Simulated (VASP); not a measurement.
Input of a VASP 6.6.1 run:

File INCAR:

```
PREC = Accurate ; ENCUT = 600
EDIFF = 1E-6 ; ISMEAR = 0
SIGMA = 0.02 ; LREAL = F
LASPH = T ; NELM = 120
ALGO = Normal ; ISIF = 2
LWAVE = F ; LCHARG = T
LELF = T ; LVHAR = T
NBANDS = 27 ; GGA_COMPAT = F
```

File KPOINTS:

```
regular mesh
0
Gamma
  6 6 6
```

Contents of POSCAR:

```
BaHfO3
1.0
    4.1217873816      0.0000000000      0.0000000000
    0.0000000000      4.1217873816      0.0000000000
    0.0000000000      0.0000000000      4.1217873816
Ba Hf O
1 1 3
Direct
    0.0000000000      0.0000000000      0.0000000000
    0.5000000000      0.5000000000      0.5000000000
    0.5000000000      0.5000000000      0.0000000000
    0.0000000000      0.5000000000      0.5000000000
    0.5000000000      0.0000000000      0.5000000000
```

Potentials or basis: VASP PAW LDA potentials, release 64 (Ba_sv, Hf_pv, O).

Run with:

```bash
$ cat potpaw_LDA.64/Ba_sv/POTCAR potpaw_LDA.64/Hf_pv/POTCAR potpaw_LDA.64/O/POTCAR > POTCAR
$ mpirun -np 1 vasp_std > vasp.out
```

(1) Estimate the pressure.

(2) Estimate the band gap on the k mesh.

Answers

(1) -0.1 GPa.

(2) 3.48 eV, indirect (least direct gap 3.64 eV).

Caveat: spin-orbit coupling is left out, which moves the levels of the heavy elements.
